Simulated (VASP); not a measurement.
The system is HfIn4SiO6.

```
Hf In Si O
1.0
     5.27743    0.00000    0.00000
    -2.63872    4.57039    0.00000
     0.00000    0.00000   10.55905
Hf In Si O
1 4 1 6
Direct
  0.66667 0.33333 0.00000
  0.00000 0.00000 0.30446
  0.00000 0.00000 0.69554
  0.33333 0.66667 0.78919
  0.33333 0.66667 0.21081
  0.00000 0.00000 0.00000
  0.97300 0.70496 0.89972
  0.29504 0.02700 0.10028
  0.29504 0.26804 0.89972
  0.73196 0.70496 0.10028
  0.73196 0.02700 0.89972
  0.97300 0.26804 0.10028
```

| Item | Value |
| --- | --- |
| Program | VASP 6.6.1 |
| Task | relaxation of cell and atoms |
| Functional | RPBE |
| Potentials or basis | VASP PAW PBE potentials, release 64 (Hf_pv, In_d, Si, O) |
| Cutoff | 600 eV |
| k mesh | 4 × 4 × 2 |
| Occupations | fermi-dirac, width 0.05 eV |
| Spin | no spin polarisation |

At the start: pressure 1.7 GPa; volume 21.22 Å³/atom.

Q: How do energy, volume and symmetry change on relaxing?

A: Over 43 steps the energy falls by 3.8 meV/atom and the volume is 22.73 Å³/atom (+7.1 %); space group P312 (No. 149, to 0.1 Å) before and after.

The path:
| step | energy change (eV) | largest force (eV/Å) | pressure (GPa) | volume (Å³) |
| --- | --- | --- | --- | --- |
| 1 | 0.0000 | 0.2149 | 1.71 | 254.68 |
| 3 | -0.0317 | 0.1409 | -0.05 | 259.92 |
| 5 | -0.0345 | 0.0572 | 0.05 | 260.16 |
| 7 | -0.0359 | 0.0544 | -0.05 | 261.18 |
| 9 | -0.0367 | 0.0238 | 0.07 | 261.27 |
| 11 | -0.0367 | 0.0270 | 0.09 | 261.29 |
| 13 | -0.0373 | 0.0514 | -0.09 | 262.55 |
| 15 | -0.0382 | 0.0376 | -0.09 | 263.12 |
| 17 | -0.0400 | 0.0479 | -0.02 | 265.72 |
| 19 | -0.0420 | 0.0374 | 0.04 | 267.11 |
| 21 | -0.0424 | 0.0424 | 0.09 | 267.91 |
| 23 | -0.0428 | 0.0500 | -0.08 | 269.04 |
| 25 | -0.0443 | 0.0276 | -0.03 | 270.93 |
| 27 | -0.0448 | 0.0191 | 0.04 | 271.67 |
| 29 | -0.0448 | 0.0321 | 0.11 | 272.02 |
| 31 | -0.0448 | 0.0227 | 0.08 | 271.83 |
| 33 | -0.0450 | 0.0130 | -0.03 | 272.48 |
| 35 | -0.0450 | 0.0123 | 0.00 | 272.38 |
| 37 | -0.0450 | 0.0129 | -0.02 | 272.45 |
| 39 | -0.0451 | 0.0107 | 0.02 | 272.61 |
| 41 | -0.0451 | 0.0120 | 0.00 | 272.63 |
| 43 | -0.0451 | 0.0060 | 0.04 | 272.73 |

Final structure:
```cif
data_structure
_symmetry_space_group_name_H-M 'P 1'
_symmetry_Int_Tables_number 1
_cell_length_a 5.3180
_cell_length_b 5.3180
_cell_length_c 11.1354
_cell_angle_alpha 90.000
_cell_angle_beta 90.000
_cell_angle_gamma 120.000
_cell_volume 272.73
loop_
_atom_site_label
_atom_site_type_symbol
_atom_site_fract_x
_atom_site_fract_y
_atom_site_fract_z
_atom_site_occupancy
Hf1 Hf 0.66666 0.33334 0.00000 1
In1 In 0.00000 0.00000 0.29198 1
In2 In 0.00000 0.00000 0.70802 1
In3 In 0.33333 0.66667 0.79902 1
In4 In 0.33333 0.66667 0.20098 1
Si1 Si 0.00000 0.00000 0.00000 1
O1 O 0.97043 0.70365 0.90448 1
O2 O 0.29635 0.02957 0.09552 1
O3 O 0.29635 0.26678 0.90448 1
O4 O 0.73322 0.70365 0.09552 1
O5 O 0.73321 0.02957 0.90448 1
O6 O 0.97043 0.26679 0.09552 1
```

Caveat: the PAW data sets were made with another functional, which shifts forces and pressure a little.
